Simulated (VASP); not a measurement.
# MgCd3O4 (P4/mmm) in VASP: single point with PBE

Aim: the single point of MgCd3O4 with PBE.

All numbers are computed with VASP 6.6.1; they aren't measurements. Logs are shortened: lines on timing, memory, paths and dates and some standing lists are left out, and cuts for length are marked.

### 1 The cell of the first run

The structure is tetragonal, space group P4/mmm (No. 123). The conventional cell has a = 3.308 Å, b = 3.308 Å, c = 9.330 Å, α = 90.00°, β = 90.00°, γ = 90.00°. Within 2.9 Å of Mg (site symmetry 4/mmm) lie 6 O at 2.17 to 2.34 Å. Within 3.0 Å of Cd (site symmetry 4mm) lie 6 O at 2.27 to 2.40 Å. Cd (site symmetry 4/mmm) has 6 O at 2.34 to 2.50 Å within 3.1 Å. O (site symmetry 4mm) has 1 Mg at 2.17 Å and 5 Cd at 2.34 to 2.50 Å within 2.9 Å. Within 3.1 Å of O (site symmetry 4/mmm) lie 6 Cd at 2.34 to 2.40 Å. O (site symmetry 4/mmm) has 2 Cd at 2.27 Å and 4 Mg at 2.34 Å within 3.0 Å.

### 2 Single point, PBE

Contents of POSCAR:

```
MgCd3O4
1.0
    3.3076836379      0.0000000000      0.0000000000
    0.0000000000      3.3076836379      0.0000000000
    0.0000000000      0.0000000000      9.3304801768
Mg Cd O
1 3 4
Direct
    0.0000000000      0.0000000000      0.0000000000
    0.5000000000      0.5000000000      0.2432999155
    0.0000000000      0.0000000000      0.5000000000
    0.5000000000      0.5000000000      0.7567000845
    0.0000000000      0.0000000000      0.2322467424
    0.5000000000      0.5000000000      0.5000000000
    0.0000000000      0.0000000000      0.7677532576
    0.5000000000      0.5000000000      0.0000000000
```

Contents of INCAR.step1:

```
SYSTEM = MgCd3O4
  PREC = Accurate
  ENCUT = 520
  EDIFF = 1E-6
  ISMEAR = 0
  SIGMA = 0.1
  LREAL = .False.
  LASPH = .True.
  NELM = 100
  ALGO = Fast
  ISIF = 2
  LWAVE = .False.
  LCHARG = .True.
  GGA = PE
  NBANDS = 41
```

Contents of KPOINTS.step1:

```
regular mesh
0
Gamma
  12 12 4
  0 0 0
```

Contents of INCAR.step2:

```
SYSTEM = MgCd3O4
  PREC = Accurate
  ENCUT = 520
  EDIFF = 1E-6
  ISMEAR = -5
  SIGMA = 0.1
  LREAL = .False.
  LASPH = .True.
  NELM = 100
  ALGO = Fast
  ISIF = 2
  LWAVE = .False.
  LCHARG = .False.
  GGA = PE
  LORBIT = 11
  NBANDS = 41
  NEDOS = 1001
  ICHARG = 11
```

Contents of KPOINTS.step2:

```
regular mesh
0
Gamma
  18 18 6
  0 0 0
```

Potentials or basis: VASP PAW PBE potentials, release 64 (Mg, Cd, O).

On the command line:

```console
cat potpaw_PBE.64/Mg/POTCAR potpaw_PBE.64/Cd/POTCAR potpaw_PBE.64/O/POTCAR > POTCAR
cp INCAR.step1 INCAR
cp KPOINTS.step1 KPOINTS
mpirun -np 1 vasp_std > vasp.out
cp INCAR.step2 INCAR
cp KPOINTS.step2 KPOINTS
mpirun -np 1 vasp_std > vasp.out
```

OUTCAR:

```text
SYSTEM = MgCd3O4
   PREC = Accurate
   ENCUT = 520
   EDIFF = 1E-6
   ISMEAR = -5
   LREAL = .False.
   LASPH = .True.
   NELM = 100
   ISIF = 2
   GGA = PE
   LORBIT = 11
   ICHARG = 11

 ion  position               nearest neighbor table
   1  0.000  0.000  0.000-   5 2.17   7 2.17   8 2.34   8 2.34   8 2.34   8 2.34   4 3.26   4 3.26
                             2 3.26   4 3.26   2 3.26   2 3.26   4 3.26   2 3.26
   2  0.500  0.500  0.243-   8 2.27   5 2.34   5 2.34   5 2.34   5 2.34   6 2.40   1 3.26   1 3.26
                             1 3.26   1 3.26   3 3.35   3 3.35   3 3.35   3 3.35
   3  0.000  0.000  0.500-   6 2.34   6 2.34   6 2.34   6 2.34   7 2.50   5 2.50   4 3.35   4 3.35
                             2 3.35   4 3.35   2 3.35   2 3.35   4 3.35   2 3.35
   4  0.500  0.500  0.757-   8 2.27   7 2.34   7 2.34   7 2.34   7 2.34   6 2.40   1 3.26   1 3.26
                             1 3.26   1 3.26   3 3.35   3 3.35   3 3.35   3 3.35
   5  0.000  0.000  0.232-   1 2.17   2 2.34   2 2.34   2 2.34   2 2.34   3 2.50
   6  0.500  0.500  0.500-   3 2.34   3 2.34   3 2.34   3 2.34   4 2.40   2 2.40
   7  0.000  0.000  0.768-   1 2.17   4 2.34   4 2.34   4 2.34   4 2.34   3 2.50
   8  0.500  0.500  0.000-   2 2.27   4 2.27   1 2.34   1 2.34   1 2.34   1 2.34

  LATTYP: Found a simple tetragonal cell.
 ALAT       =     3.3076836379
 C/A-ratio  =     2.8208502379

  Lattice vectors:

 A1 = (   3.3076836379,   0.0000000000,   0.0000000000)
 A2 = (   0.0000000000,   3.3076836379,   0.0000000000)
 A3 = (   0.0000000000,   0.0000000000,   9.3304801768)

Analysis of symmetry for initial positions (statically):
=====================================================================
 Subroutine PRICEL returns:
 Original cell was already a primitive cell.

 Routine SETGRP: Setting up the symmetry group for a
 simple tetragonal supercell.

 Subroutine GETGRP returns: Found 16 space group operations
 (whereof 16 operations were pure point group operations)
 out of a pool of 16 trial point group operations.

The static configuration has the point symmetry D_4h.

Analysis of symmetry for dynamics (positions and initial velocities):
=====================================================================
 Subroutine PRICEL returns:
 Original cell was already a primitive cell.

 Routine SETGRP: Setting up the symmetry group for a
 simple tetragonal supercell.

 Subroutine GETGRP returns: Found 16 space group operations
 (whereof 16 operations were pure point group operations)
 out of a pool of 16 trial point group operations.

The dynamic configuration has the point symmetry D_4h.

 Subroutine INISYM returns: Found 16 space group operations
 (whereof 16 operations are pure point group operations),
 and found     1 'primitive' translations

----------------------------------------------------------------------------------------

                                     Primitive cell

  volume of cell :     102.0826

  direct lattice vectors                    reciprocal lattice vectors
     3.307683638  0.000000000  0.000000000     0.302326374  0.000000000  0.000000000
     0.000000000  3.307683638  0.000000000     0.000000000  0.302326374  0.000000000
     0.000000000  0.000000000  9.330480177     0.000000000  0.000000000  0.107175620

  length of vectors
     3.307683638  3.307683638  9.330480177     0.302326374  0.302326374  0.107175620

  position of ions in fractional coordinates (direct lattice)
     0.000000000  0.000000000  0.000000000
     0.500000000  0.500000000  0.243299916
     0.000000000  0.000000000  0.500000000
     0.500000000  0.500000000  0.756700084
     0.000000000  0.000000000  0.232246742
     0.500000000  0.500000000  0.500000000
     0.000000000  0.000000000  0.767753258
     0.500000000  0.500000000  0.000000000

  ion indices of the primitive-cell ions
   primitive index   ion index
                 1           1
                 2           2
                 3           3
                 4           4
                 5           5
                 6           6
                 7           7
                 8           8

----------------------------------------------------------------------------------------

 KPOINTS: regular mesh

Automatic generation of k-mesh.
 Grid dimensions read from file:
 generate k-points for:   18   18    6

 Generating k-lattice:

  Cartesian coordinates                     Fractional coordinates (reciprocal lattice)
     0.016795910  0.000000000  0.000000000     0.055555556  0.000000000  0.000000000
     0.000000000  0.016795910  0.000000000     0.000000000  0.055555556  0.000000000
     0.000000000  0.000000000  0.017862603     0.000000000  0.000000000  0.166666667

  Length of vectors
     0.016795910  0.016795910  0.017862603

  Shift w.r.t. Gamma in fractional coordinates (k-lattice)
     0.000000000  0.000000000  0.000000000

 TETIRR: Found   2916 inequivalent tetrahedra from    11664

 Subroutine IBZKPT returns following result:
 ===========================================

 Found    220 irreducible k-points:

 Following reciprocal coordinates:
            Coordinates               Weight
  0.000000  0.000000  0.000000      1.000000
  0.055556  0.000000  0.000000      4.000000
  0.111111  0.000000  0.000000      4.000000
  0.166667  0.000000  0.000000      4.000000
  0.222222  0.000000  0.000000      4.000000
  0.277778  0.000000  0.000000      4.000000
[... 16 lines left out ...]
  0.277778  0.111111  0.000000      8.000000
  0.333333  0.111111  0.000000      8.000000
 [... further k-points ...]
   k-points           NKPTS =    220   k-points in BZ     NKDIM =    220   number of bands    NBANDS=     41
   number of dos      NEDOS =   1001   number of ions     NIONS =      8
   total plane-waves  NPLWV =  54880
   dimension x,y,z NGX =    28 NGY =   28 NGZ =   70
   dimension x,y,z NGXF=    56 NGYF=   56 NGZF=  140
   ions per type =               1   3   4
   NGX,Y,Z   is equivalent  to a cutoff of  14.07, 14.07, 12.47 a.u.
   NGXF,Y,Z  is equivalent  to a cutoff of  28.15, 28.15, 24.94 a.u.
 SYSTEM =  MgCd3O4
   PREC   = accura    normal or accurate (medium, high low for compatibility)
   ISTART =      0    job   : 0-new  1-cont  2-samecut
   ICHARG =     11    charge: 1-file 2-atom 10-const
   ISPIN  =      1    spin polarized calculation?
   LNONCOLLINEAR =      F non collinear calculations
   LSORBIT =      F    spin-orbit coupling
   LASPH  =      T    aspherical Exc in radial PAW
   ENCUT  =  520.0 eV  38.22 Ry    6.18 a.u.   6.15  6.15 17.35*2*pi/ulx,y,z
   NELM   =    100;   NELMIN=  2; NELMDL=  0     # of ELM steps
   EDIFF  = 0.1E-05   stopping-criterion for ELM
   LREAL  =      F    real-space projection
   EDIFFG = 0.1E-04   stopping-criterion for IOM
   NSW    =      0    number of steps for IOM
   IBRION =     -1    ionic relax: 0-MD 1-quasi-New 2-CG
   NFREE  =      0    steps in history (QN), initial steepest desc. (CG)
   ISIF   =      2    stress and relaxation
   ISYM   =      2    0-nonsym 1-usesym 2-fastsym
   POTIM  = 0.5000    time-step for ionic-motion
   TEBEG  =    0.0;   TEEND  =   0.0 temperature during run
   PSTRESS=    0.0 pullay stress
   NELECT =      62.0000    total number of electrons
   NUPDOWN=      -1.0000    fix difference up-down
   EMIN   =  10.00;   EMAX   =-10.00  energy-range for DOS
   EFERMI =   0.00;   METHOD = LEGACY
   ISMEAR =    -5;   SIGMA  =   0.10  broadening in eV -4-tet -1-fermi 0-gaus
   EFERMI_NEDOS =   21; number of points for ismear=-14 and -15
   IALGO  =     68    algorithm
   IMIX   =      4    mixing-type and parameters
     AMIX     =   0.40;   BMIX     =  1.00
     AMIX_MAG =   1.60;   BMIX_MAG =  1.00
  volume/ion in A,a.u.               =      12.76        86.11
  Fermi-wavevector in a.u.,A,eV,Ry     =   1.386399  2.619913 26.151770  1.922101
  Thomas-Fermi vector in A             =   2.510718
   LORBIT       =     11    0 simple, 1 ext, 2 COOP (PROOUT), +10 PAW based schemes
   GGA     = PE    functional components
   LHFCALC =     F    Hartree Fock is set to
   AEXX    =    0.0000 exact exchange contribution
   IVDW    =     0    specifies the selected vdW correction
   LEPSILON=     F    determine dielectric tensor
   LRPA    =     F    only Hartree local field effects (RPA)
 non-spin polarized calculation
 RMM-DIIS sequential band-by-band and
 Fermi weights with tetrahedron method with Bloechl corrections
  energy-cutoff  :      520.00
  volume of cell :      102.08
 maximum number of plane-waves:      2784
 NGX is ok and might be reduce to    28

 number of electron      62.0000036 magnetization

 Free energy of the ion-electron system (eV)
  ---------------------------------------------------
  ext. energy  EPLUGINS =         0.00000000
  ---------------------------------------------------
  free energy    TOTEN  =       -34.50852422 eV

  energy without entropy =      -34.50852422  energy(sigma->0) =      -34.50852422

 E-fermi :   2.2731     XC(G=0): -11.2690

 val. band max:        2.2979156641   @ k =   0.5000   0.0000   0.0000
 cond. band min:       2.3452907142   @ k =   0.0556   0.0000   0.0000
 fundamental gap:      0.0473750501
 Fermi energy:         2.2730582578

 k-point     1 :       0.0000    0.0000    0.0000
  band No.  band energies     occupation
      1     -15.3081      2.00000
      2     -14.8631      2.00000
      3     -14.7594      2.00000
      4     -14.1576      2.00000
      5      -5.2691      2.00000
      6      -4.9044      2.00000
[... 1045 lines left out ...]
     40      12.7456      0.00000
     41      13.1240      0.00000

 [... further k-points ...]

------------------------ aborting loop because EDIFF is reached ----------------------------------------

  FORCE on cell =-STRESS in cart. coord.  units (eV):
  Direction    XX          YY          ZZ          XY          YZ          ZX
  --------------------------------------------------------------------------------------
  -------------------------------------------------------------------------------------
  Total        0.6592804      0.6592804      0.6018376      0.0000000     -0.0000000      0.0000000
  in kB       10.3473418     10.3473418      9.4457836      0.0000000     -0.0000000      0.0000000
  external PRESSURE =      10.0468224 kB  Pullay stress =       0.0000000 kB

 VOLUME and BASIS-vectors are now :
 -----------------------------------------------------------------------------
  energy-cutoff  :      520.00
  volume of cell :      102.08
      direct lattice vectors                 reciprocal lattice vectors
     3.307683638  0.000000000  0.000000000     0.302326374  0.000000000  0.000000000
     0.000000000  3.307683638  0.000000000     0.000000000  0.302326374  0.000000000
     0.000000000  0.000000000  9.330480177     0.000000000  0.000000000  0.107175620

 POSITION                                       TOTAL-FORCE (eV/Angst)
 -----------------------------------------------------------------------------------
      0.00000      0.00000      0.00000         0.000000     -0.000000      0.000000
      1.65384      1.65384      2.27011         0.000000      0.000000      0.029245
      0.00000      0.00000      4.66524         0.000000     -0.000000      0.000000
      1.65384      1.65384      7.06038        -0.000000      0.000000     -0.029245
      0.00000      0.00000      2.16697         0.000000     -0.000000     -0.037592
      1.65384      1.65384      4.66524         0.000000     -0.000000      0.000000
      0.00000      0.00000      7.16351         0.000000     -0.000000      0.037592
      1.65384      1.65384      0.00000         0.000000     -0.000000      0.000000
 -----------------------------------------------------------------------------------
    total drift:                                0.000000      0.000000      0.000000

  FREE ENERGIE OF THE ION-ELECTRON SYSTEM (eV)
  ---------------------------------------------------
  free  energy   TOTEN  =       -34.5085242191 eV

  energy  without entropy=      -34.5085242191  energy(sigma->0) =      -34.50852422

 total charge

# of ion       s       p       d       tot
------------------------------------------
    1        0.126   0.118   0.044   0.288
    2        0.338   0.269   9.656  10.263
    3        0.330   0.241   9.645  10.216
    4        0.338   0.269   9.656  10.263
    5        1.568   3.380   0.000   4.948
    6        1.574   3.353   0.000   4.927
    7        1.568   3.380   0.000   4.948
    8        1.554   3.409   0.000   4.963
--------------------------------------------------
tot          7.395  14.420  29.002  50.816
```

It took 19 min on 1 thread of Oxide Virtual Turin-like, shared host; peak memory 0.75 GiB.

Results:

| Item | Value |
| --- | --- |
| Valence electrons inside the program's atomic spheres | Mg 0.29; Cd 10.26, 10.22 (each value once); O 4.95, 4.93, 4.96 (each value once) |
